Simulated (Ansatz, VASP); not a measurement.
## Ru in VASP and in Ansatz

INCAR

```
PREC = Accurate
ENCUT = 520
EDIFF = 1E-6
ISMEAR = -1
SIGMA = 0.03
LREAL = F
LASPH = T
NELM = 60
ALGO = Normal
ISIF = 2
LWAVE = F
LCHARG = F
GGA = PS
NBANDS = 21
```

The input KPOINTS:

```
Automatic mesh
0
Gamma
  14 14 8
```

The input POSCAR:

```
Ru
1.0
    2.7599153209      0.0000000000      0.0000000000
   -1.3799576604      2.3901567802      0.0000000000
    0.0000000000      0.0000000000      4.2819000000
Ru
2
Direct
    0.3333333333      0.6666666667      0.2500000000
    0.6666666667      0.3333333333      0.7500000000
```

Input for Ansatz:

```yaml
crystal:
  lattice:
    - [2.7599153209, 0.0, 0.0]
    - [-1.3799576604, 2.3901567802, 0.0]
    - [0.0, 0.0, 4.2819]
  atoms:
    - { symbol: Ru, position: [0.3333333333, 0.6666666667, 0.25] }
    - { symbol: Ru, position: [0.6666666667, 0.3333333333, 0.75] }
kpoints:
  mp_grid: { grid: [14, 14, 8] }
  band_path:
    path:
      - [0.0, 0.0, 0.0]
      - [0.5, 0.0, 0.0]
      - [0.3333333333, 0.3333333333, 0.0]
      - [0.0, 0.0, 0.0]
      - [0.0, 0.0, 0.5]
      - [0.5, 0.0, 0.5]
      - [0.3333333333, 0.3333333333, 0.5]
      - [0.0, 0.0, 0.5]
      - [0.5, 0.0, 0.5]
    npoints: 5
scf:
  occupations: { method: fermi_dirac, width: 0.03 }
hamiltonian:
  xc: pbesol
  pseudopotentials: { kind: all_electron, lapw: { basis_error: 0.0005 } }
output:
  forces: true
  stress: true
  eigenvalues: true
```

Change from the starting cell: equal xx and yy strain of +2 %.

Alike in both runs: task single point; functional PBEsol; k mesh 14 × 14 × 8; occupations fermi-dirac, width 0.03 eV; no spin polarisation.

|  | VASP | Ansatz |
| --- | --- | --- |
| version | VASP 6.6.1 | Ansatz 0.2.0 |
| potentials or method | VASP PAW PBE potentials, release 64 (Ru_pv), cutoff 520 eV | all-electron LAPW, scalar-relativistic |

```tsv
	VASP	Ansatz	Ansatz less VASP
pressure (GPa)	-17.4	-17.3	+0.05
traceless stress, the component that is largest in VASP (GPa)	3.69	3.68	-0.012
```

VASP's potentials were made for PBE, not for PBEsol. Ansatz ran all-electron here, and VASP with PAW potentials.
